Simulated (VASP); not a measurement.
Set up this calculation in VASP 6.6.1, as the native input.

- Task: single point
- Functional: LDA
- Potentials or basis: VASP PAW LDA potentials, release 64 (Bi_d, Te)
- Cutoff: 520 eV
- k mesh: 7 × 7 × 7
- Occupations: fermi-dirac, width 0.05 eV
- Spin: no spin polarisation
- Dipole correction: no
- Further INCAR settings: ALGO = Normal; EDIFF = 1e-07; NBANDS = 18

The structure of BiTe lies in POSCAR:

```
BiTe
1.0
    2.4227077728      1.3987509848      3.3172919545
   -2.4227077728      1.3987509848      3.3172919545
    0.0000000000     -2.7975019696      3.3172919545
Bi Te
1 1
Direct
    0.5000000000      0.5000000000      0.5000000000
    0.0000000000      0.0000000000      0.0000000000
```

The input as run:

INCAR

```
PREC = Accurate
ENCUT = 520
EDIFF = 1E-7
ISMEAR = -1
SIGMA = 0.05
LREAL = F
LASPH = T
NELM = 60
ALGO = Normal
ISIF = 2
LWAVE = F
LCHARG = F
GGA = CA
NBANDS = 18
```

KPOINTS

```
Automatic mesh
0
Gamma
  7 7 7
```

Potentials or basis: VASP PAW LDA potentials, release 64 (Bi_d, Te).

Launch:

```sh
$ cat potpaw_LDA.64/Bi_d/POTCAR potpaw_LDA.64/Te/POTCAR > POTCAR
$ mpirun -np 1 vasp_std > vasp.out
```

It gave:

```json
{"Pressure": "-3.4 GPa"}
```

Run time: 44 s on 1 thread of Intel Xeon 6975P-C, on a shared host, peak memory 0.19 GiB.
